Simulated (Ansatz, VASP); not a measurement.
Two plane-wave programs on CuO

```xyz
4
Lattice="2.3447 -1.7134 0.0000 2.3447 1.7134 0.0000 -0.8606 0.0000 5.0594" Properties=species:S:1:pos:R:3 pbc="T T T"
Cu    1.1723    0.8457    0.0000
Cu    0.7421   -0.8457    2.5297
O     2.0724   -0.2841    1.2836
O     1.6421    0.2841    3.8133
```

Alike in both runs: task single point; functional PBE; k mesh 4 × 4 × 2; occupations gaussian, width 0.1 eV; no spin polarisation.

```csv
,VASP,Ansatz
version,VASP 6.6.1,Ansatz 0.2.0
potentials or method,"VASP PAW PBE potentials, release 64 (Cu, O), cutoff 520 eV","scalar-relativistic, plane waves, PAW"
valence electrons in the cell,34,50
```

Ansatz gave:

```
gap on the k mesh at the Fermi level (eV)                     : none
pressure (GPa)                                                : 5.5
traceless stress, the component that is largest in VASP (GPa) : -1.32
rms of the force components (eV/Å)                            : 0.435
```

Question: What did VASP give for the same quantities?

Answer: gap on the k mesh at the Fermi level (eV): none; pressure (GPa): 6.3; traceless stress, the component that is largest in VASP (GPa): -1.40; rms of the force components (eV/Å): 0.447.

Atom by atom the forces differ by 0.023 eV/Å (rms over components). A gap of «none» marks a metal or a gap that the smearing closes. With one functional, cell and mesh, what is left measures potentials, basis and numerics. VASP's potentials hold 34 valence electrons a cell and Ansatz's 50, so a difference there can come from the potentials and not from the codes.

The k mesh is coarse, so the values compare programs but aren't converged.
